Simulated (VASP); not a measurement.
# Al (Im-3m) in VASP: notebook

Al is run at these levels: PBEsol; tasks: single point.

Program: VASP 6.6.1. These are calculated values, not measurements. Logs are shortened: lines on timing, memory, paths and dates and some standing lists are left out, and cuts for length are marked.

### Step 1. The cell of the first run

It takes space group Im-3m (No. 229, cubic). Conventional cell: a = 3.182 Å, b = 3.182 Å, c = 3.182 Å, α = 90.00°, β = 90.00°, γ = 90.00°. Al (site symmetry m-3m) has 14 Al at 2.76 to 3.18 Å within 3.6 Å.

### Step 2. Single point, PBEsol

INCAR

```
PREC = Accurate ; ENCUT = 520
EDIFF = 1E-6 ; ISMEAR = 0
SIGMA = 0.1 ; LREAL = False
LASPH = True ; NELM = 80
ALGO = Fast ; ISIF = 2
LWAVE = False ; LCHARG = False
GGA = PS ; NBANDS = 8
```

KPOINTS

```
regular mesh
0
Gamma
  18 18 18
```

POSCAR

```
Al
1.0
   -1.5912186900      1.5912186900      1.5912186900
    1.5912186900     -1.5912186900      1.5912186900
    1.5912186900      1.5912186900     -1.5912186900
Al
1
Direct
    0.0000000000      0.0000000000      0.0000000000
```

Potentials or basis: VASP PAW PBE potentials, release 64 (Al).

Run with:

```console
$ cat potpaw_PBE.64/Al/POTCAR > POTCAR
$ mpirun -np 1 vasp_std > vasp.out
```

OUTCAR:

```text
PREC = Accurate
   ENCUT = 520
   EDIFF = 1E-6
   ISMEAR = 0
   LREAL = False
   LASPH = True
   NELM = 80
   ISIF = 2
   GGA = PS

 ion  position               nearest neighbor table
   1  0.000  0.000  0.000-

  LATTYP: Found a body centered cubic cell.
 ALAT       =     3.1824373800

  Lattice vectors:

 A1 = (  -1.5912186900,   1.5912186900,   1.5912186900)
 A2 = (   1.5912186900,  -1.5912186900,   1.5912186900)
 A3 = (   1.5912186900,   1.5912186900,  -1.5912186900)

Analysis of symmetry for initial positions (statically):
=====================================================================
 Subroutine PRICEL returns:
 Original cell was already a primitive cell.

 Routine SETGRP: Setting up the symmetry group for a
 body centered cubic supercell.

 Subroutine GETGRP returns: Found 48 space group operations
 (whereof 48 operations were pure point group operations)
 out of a pool of 48 trial point group operations.

The static configuration has the point symmetry O_h .

Analysis of symmetry for dynamics (positions and initial velocities):
=====================================================================
 Subroutine PRICEL returns:
 Original cell was already a primitive cell.

 Routine SETGRP: Setting up the symmetry group for a
 body centered cubic supercell.

 Subroutine GETGRP returns: Found 48 space group operations
 (whereof 48 operations were pure point group operations)
 out of a pool of 48 trial point group operations.

The dynamic configuration has the point symmetry O_h .

 Subroutine INISYM returns: Found 48 space group operations
 (whereof 48 operations are pure point group operations),
 and found     1 'primitive' translations

----------------------------------------------------------------------------------------

                                     Primitive cell

  volume of cell :      16.1157

  direct lattice vectors                    reciprocal lattice vectors
    -1.591218690  1.591218690  1.591218690     0.000000000  0.314224565  0.314224565
     1.591218690 -1.591218690  1.591218690     0.314224565  0.000000000  0.314224565
     1.591218690  1.591218690 -1.591218690     0.314224565  0.314224565  0.000000000

  length of vectors
     2.756071617  2.756071617  2.756071617     0.444380641  0.444380641  0.444380641

  position of ions in fractional coordinates (direct lattice)
     0.000000000  0.000000000  0.000000000

  ion indices of the primitive-cell ions
   primitive index   ion index
                 1           1

----------------------------------------------------------------------------------------

 KPOINTS: regular mesh

Automatic generation of k-mesh.
 Grid dimensions read from file:
 generate k-points for:   18   18   18

 Generating k-lattice:

  Cartesian coordinates                     Fractional coordinates (reciprocal lattice)
     0.000000000  0.017456920  0.017456920     0.055555556  0.000000000  0.000000000
     0.017456920  0.000000000  0.017456920     0.000000000  0.055555556  0.000000000
     0.017456920  0.017456920  0.000000000     0.000000000  0.000000000  0.055555556

  Length of vectors
     0.024687813  0.024687813  0.024687813

  Shift w.r.t. Gamma in fractional coordinates (k-lattice)
     0.000000000  0.000000000  0.000000000

 Subroutine IBZKPT returns following result:
 ===========================================

 Found    195 irreducible k-points:

 Following reciprocal coordinates:
            Coordinates               Weight
  0.000000  0.000000  0.000000      1.000000
  0.055556  0.000000  0.000000     12.000000
  0.111111  0.000000  0.000000     12.000000
  0.166667  0.000000  0.000000     12.000000
  0.222222  0.000000  0.000000     12.000000
  0.277778  0.000000  0.000000     12.000000
[... 16 lines left out ...]
  0.333333  0.111111 -0.000000     48.000000
  0.388889  0.111111  0.000000     48.000000
 [... further k-points ...]
   k-points           NKPTS =    195   k-points in BZ     NKDIM =    195   number of bands    NBANDS=      8
   number of dos      NEDOS =    301   number of ions     NIONS =      1
   total plane-waves  NPLWV =   8000
   dimension x,y,z NGX =    20 NGY =   20 NGZ =   20
   dimension x,y,z NGXF=    40 NGYF=   40 NGZF=   40
   ions per type =               1
   NGX,Y,Z   is equivalent  to a cutoff of  12.06, 12.06, 12.06 a.u.
   NGXF,Y,Z  is equivalent  to a cutoff of  24.13, 24.13, 24.13 a.u.
 SYSTEM =  unknown system
   PREC   = accura    normal or accurate (medium, high low for compatibility)
   ISTART =      0    job   : 0-new  1-cont  2-samecut
   ICHARG =      2    charge: 1-file 2-atom 10-const
   ISPIN  =      1    spin polarized calculation?
   LNONCOLLINEAR =      F non collinear calculations
   LSORBIT =      F    spin-orbit coupling
   LASPH  =      T    aspherical Exc in radial PAW
   ENCUT  =  520.0 eV  38.22 Ry    6.18 a.u.   5.12  5.12  5.12*2*pi/ulx,y,z
   NELM   =     80;   NELMIN=  2; NELMDL= -5     # of ELM steps
   EDIFF  = 0.1E-05   stopping-criterion for ELM
   LREAL  =      F    real-space projection
   EDIFFG = 0.1E-04   stopping-criterion for IOM
   NSW    =      0    number of steps for IOM
   IBRION =     -1    ionic relax: 0-MD 1-quasi-New 2-CG
   NFREE  =      0    steps in history (QN), initial steepest desc. (CG)
   ISIF   =      2    stress and relaxation
   ISYM   =      2    0-nonsym 1-usesym 2-fastsym
   POTIM  = 0.5000    time-step for ionic-motion
   TEBEG  =    0.0;   TEEND  =   0.0 temperature during run
   PSTRESS=    0.0 pullay stress
   NELECT =       3.0000    total number of electrons
   NUPDOWN=      -1.0000    fix difference up-down
   EMIN   =  10.00;   EMAX   =-10.00  energy-range for DOS
   EFERMI =   0.00;   METHOD = LEGACY
   ISMEAR =     0;   SIGMA  =   0.10  broadening in eV -4-tet -1-fermi 0-gaus
   EFERMI_NEDOS =   21; number of points for ismear=-14 and -15
   IALGO  =     68    algorithm
   IMIX   =      4    mixing-type and parameters
     AMIX     =   0.40;   BMIX     =  1.00
     AMIX_MAG =   1.60;   BMIX_MAG =  1.00
  volume/ion in A,a.u.               =      16.12       108.75
  Fermi-wavevector in a.u.,A,eV,Ry     =   0.934757  1.766435 11.888371  0.873771
  Thomas-Fermi vector in A             =   2.061595
   LORBIT       =      0    0 simple, 1 ext, 2 COOP (PROOUT), +10 PAW based schemes
   GGA     = PS    functional components
   LHFCALC =     F    Hartree Fock is set to
   AEXX    =    0.0000 exact exchange contribution
   IVDW    =     0    specifies the selected vdW correction
   LEPSILON=     F    determine dielectric tensor
   LRPA    =     F    only Hartree local field effects (RPA)
 non-spin polarized calculation
 RMM-DIIS sequential band-by-band and
 Gauss-broadening in eV      SIGMA  =   0.10
  energy-cutoff  :      520.00
  volume of cell :       16.12
 maximum number of plane-waves:       466
   NGX = 11   NGY = 11   NGZ = 11

 number of electron       3.0000000 magnetization

 Free energy of the ion-electron system (eV)
  ---------------------------------------------------
  ext. energy  EPLUGINS =         0.00000000
  ---------------------------------------------------
  free energy    TOTEN  =        -3.99287255 eV

  energy without entropy =       -3.99090709  energy(sigma->0) =       -3.99188982

 E-fermi :   8.2172     XC(G=0): -10.3469

 val. band max:        8.2086272098   @ k =   0.2778   0.1667   0.0556
 cond. band min:       8.2183644313   @ k =  -0.3889   0.3889   0.1667
 fundamental gap:      0.0097372215
 Fermi energy:         8.2172296475

 k-point     1 :       0.0000    0.0000    0.0000
  band No.  band energies     occupation
      1      -3.0915      2.00000
      2      21.5846      0.00000
      3      21.5846      0.00000
      4      21.5846      0.00000
      5      23.2269      0.00000
      6      23.2269      0.00000
      7      23.2269      0.00000
      8      24.6686      0.00000

 k-point     2 :       0.0556    0.0000    0.0000
  band No.  band energies     occupation
      1      -3.0013      2.00000
      2      20.4473      0.00000
      3      20.9323      0.00000
      4      21.2076      0.00000
      5      22.8041      0.00000
      6      23.6704      0.00000
      7      23.8731      0.00000
      8      24.0291      0.00000

 k-point     3 :       0.1111    0.0000    0.0000
  band No.  band energies     occupation
      1      -2.7310      2.00000
      2      18.2992      0.00000
      3      19.9548      0.00000
      4      20.3756      0.00000
      5      21.9452      0.00000
      6      22.9850      0.00000
      7      24.3045      0.00000
      8      24.9203      0.00000

 k-point     4 :       0.1667    0.0000    0.0000
  band No.  band energies     occupation
      1      -2.2816      2.00000
      2      15.9664      0.00000
      3      19.0571      0.00000
      4      19.4521      0.00000
      5      21.0480      0.00000
      6      22.2383      0.00000
      7      24.9708      0.00000
      8      25.2622      0.00000

 k-point     5 :       0.2222    0.0000    0.0000
  band No.  band energies     occupation
      1      -1.6550      2.00000
      2      13.6684      0.00000
      3      18.2876      0.00000
      4      18.5936      0.00000
      5      20.2397      0.00000
      6      21.5648      0.00000
      7      25.7298      0.00000
      8      25.7428      0.00000
[... 177 lines left out ...]
 k-point    22 :       0.2778    0.1111    0.0000
  band No.  band energies     occupation
      1       0.3840      2.00000
      2       9.6437      0.00000
      3      14.0580      0.00000
      4      16.9678      0.00000
      5      20.4506      0.00000
      6      22.8872      0.00000
      7      25.3396      0.00000
      8      29.2633      0.00000

 k-point    23 :       0.3333    0.1111   -0.0000
  band No.  band energies     occupation
      1       1.5224      2.00000
      2       7.7251      2.00000
      3      13.6514      0.00000
      4      16.5886      0.00000
      5      20.0665      0.00000
      6      22.7158      0.00000
      7      26.1327      0.00000
      8      29.9139      0.00000

 k-point    24 :       0.3889    0.1111    0.0000
  band No.  band energies     occupation
      1       2.8185      2.00000
      2       5.9591      2.00000
      3      13.4068      0.00000
      4      16.3596      0.00000
      5      19.8328      0.00000
      6      22.5724      0.00000
      7      27.0991      0.00000
      8      29.5810      0.00000

 [... further k-points ...]

------------------------ aborting loop because EDIFF is reached ----------------------------------------

  FORCE on cell =-STRESS in cart. coord.  units (eV):
  Direction    XX          YY          ZZ          XY          YZ          ZX
  --------------------------------------------------------------------------------------
  -------------------------------------------------------------------------------------
  Total        0.2351212      0.2351212      0.2351212     -0.0000000     -0.0000000     -0.0000000
  in kB       23.3750624     23.3750624     23.3750624     -0.0000000     -0.0000000     -0.0000000
  external PRESSURE =      23.3750624 kB  Pullay stress =       0.0000000 kB

 VOLUME and BASIS-vectors are now :
 -----------------------------------------------------------------------------
  energy-cutoff  :      520.00
  volume of cell :       16.12
      direct lattice vectors                 reciprocal lattice vectors
    -1.591218690  1.591218690  1.591218690     0.000000000  0.314224565  0.314224565
     1.591218690 -1.591218690  1.591218690     0.314224565  0.000000000  0.314224565
     1.591218690  1.591218690 -1.591218690     0.314224565  0.314224565  0.000000000

 POSITION                                       TOTAL-FORCE (eV/Angst)
 -----------------------------------------------------------------------------------
      0.00000      0.00000      0.00000         0.000000      0.000000     -0.000000
 -----------------------------------------------------------------------------------
    total drift:                                0.000000      0.000000      0.000000

  FREE ENERGIE OF THE ION-ELECTRON SYSTEM (eV)
  ---------------------------------------------------
  free  energy   TOTEN  =        -3.9928725533 eV

  energy  without entropy=       -3.9909070903  energy(sigma->0) =       -3.99188982
```

Wall time 9.7 s (1 thread of Intel Xeon 6975P-C, shared host); peak memory 0.14 GiB.

What came out:

| Quantity | Value |
| --- | --- |
| Free energy | -3.9929 eV |
| Pressure | 2.3 GPa |

Caveat: the PAW data sets were made with another functional, which shifts forces and pressure a little.

(Continued in part 2 of 2.)
